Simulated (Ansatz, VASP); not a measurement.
**H4Os in VASP and in Ansatz**

```
H Os
1.0
     1.92109   -2.50369    0.00000
     1.92109    2.50369    0.00000
     0.00000    0.00000    3.05193
H Os
4 1
Direct
  0.64639 0.35361 0.00000
  0.35361 0.64639 0.00000
  0.76798 0.76798 0.50000
  0.23202 0.23202 0.50000
  0.00000 0.00000 0.00000
```

Change from the starting cell: ordered vacancies on the cation sites of rutile (Cmmm, No. 65).

Alike in both runs: functional PBE; k mesh 12 × 12 × 12; occupations gaussian, width 0.1 eV; no spin polarisation.

Ansatz relaxed the structure, and its values are those at the end. VASP's run is a single point on that final structure, the one shown.

```csv
,VASP,Ansatz
version,VASP 6.6.1,Ansatz 0.2.0
potentials or method,"VASP PAW PBE potentials, release 64 (H, Os_sv_GW), cutoff 500 eV","scalar-relativistic, plane waves, PAW"
valence electrons in the cell,20,20
```

```tsv
	VASP	Ansatz	Ansatz less VASP
gap on the k mesh at the Fermi level (eV)	none	none	-
pressure (GPa)	-1.6	0.0	+1.56
```

A gap of «none» marks a metal or a gap that the smearing closes.

Spin-orbit coupling is off throughout.
